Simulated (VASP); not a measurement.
Input of a VASP 6.6.1 run:

Contents of INCAR:

```
  ALGO = Normal
  EDIFF = 1E-8
  ENCUT = 520
  GGA = PE
  ISIF = 2
  ISMEAR = -1
  LASPH = True
  LCHARG = False
  LEFG = True
  LREAL = False
  LWAVE = False
  NBANDS = 15
  NELM = 60
  PREC = Accurate
  SIGMA = 0.02
```

The input KPOINTS:

```
k-points
0
Gamma
  8 8 8
```

The input POSCAR:

```
BaS
1.0
    0.0000000000      3.2149012787      3.2149012787
    3.2149012787      0.0000000000      3.2149012787
    3.2149012787      3.2149012787      0.0000000000
Ba S
1 1
Direct
    0.0000000000      0.0000000000      0.0000000000
    0.5000000000      0.5000000000      0.5000000000
```

Potentials or basis: VASP PAW PBE potentials, release 64 (Ba_sv, S).

Launch:

```sh
$ cat potpaw_PBE.64/Ba_sv/POTCAR potpaw_PBE.64/S/POTCAR > POTCAR
$ mpirun -np 1 vasp_std > vasp.out
```

Problem. Predict the band gap on the k mesh.

Solution. 2.14 eV, indirect (least direct gap 2.29 eV).

Problem. What does it give for the pressure?

Solution. 0.5 GPa.

Caveat: without QUAD_EFG the Cq values of the log hold for a quadrupole moment of 1 mb, not for the nuclei; spin-orbit coupling is left out, which moves the levels of the heavy elements. A k mesh can miss the band edges.
